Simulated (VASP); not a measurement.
Input of a VASP 6.6.1 run:

INCAR

```
SYSTEM = Pt
PREC = Accurate
ENCUT = 520
EDIFF = 1E-6
ISMEAR = 0
SIGMA = 0.15
LREAL = .False.
LASPH = .True.
NELM = 100
ALGO = Fast
ISIF = 2
LWAVE = .False.
LCHARG = .True.
GGA = PE
LELF = .True.
LVHAR = .True.
NBANDS = 11
```

File KPOINTS:

```
Automatic mesh
0
Gamma
  20 20 20
  0 0 0
```

POSCAR

```
Pt
1.0
    0.0000000000      1.7621100000      1.9579000000
    1.7621100000      0.0000000000      1.9579000000
    1.7621100000      1.7621100000      0.0000000000
Pt
1
Direct
    0.0000000000      0.0000000000      0.0000000000
```

Potentials or basis: VASP PAW PBE potentials, release 64 (Pt).

Command:

```console
$ cat potpaw_PBE.64/Pt/POTCAR > POTCAR
$ mpirun -np 1 vasp_std > vasp.out
```

Q: Estimate the band gap on the k mesh.

A: Zero (bands 5 and 6 overlap by 3.98 eV).

Q: Estimate the pressure.

A: 124.9 GPa.

Stress tensor (GPa, compression positive):
```
135.73   0.00   0.00
  0.00 135.73   0.00
  0.00   0.00 103.38
```

Caveat: the cell differs from its parent crystal (strain -0.1000 x Voigt [1, 1, 0, 0, 0, 0]); the stress differs along the axes, from 103 to 136 GPa; spin-orbit coupling is left out, which moves the levels of the heavy elements.
